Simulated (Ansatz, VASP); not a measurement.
# Two plane-wave programs on Pb

```
Pb
1.0
    -1.88068    1.88068    2.07864
     1.88068   -1.88068    2.07864
     1.88068    1.88068   -2.07864
Pb
1
Direct
  0.00000 0.00000 0.00000
```

Change from the starting cell: strain -0.050 along x and y, +0.050 along z, atoms carried along.

Alike in both runs: task single point; functional PBEsol; k mesh 18 × 18 × 18; occupations gaussian, width 0.15 eV; no spin polarisation.

```csv
,VASP,Ansatz
version,VASP 6.6.1,Ansatz 0.2.0
potentials or method,"VASP PAW PBE potentials, release 64 (Pb_d), cutoff 520 eV","scalar-relativistic, plane waves, PAW"
valence electrons in the cell,14,14
```

```tsv
	VASP	Ansatz	Ansatz less VASP
gap on the k mesh at the Fermi level (eV)	none	none	-
pressure (GPa)	0.9	0.9	+0.01
traceless stress, the component that is largest in VASP (GPa)	0.83	0.83	-0.006
```

VASP's potentials were made for PBE, not for PBEsol. A gap of «none» marks a metal or a gap that the smearing closes.

Neither program's run includes spin-orbit coupling.
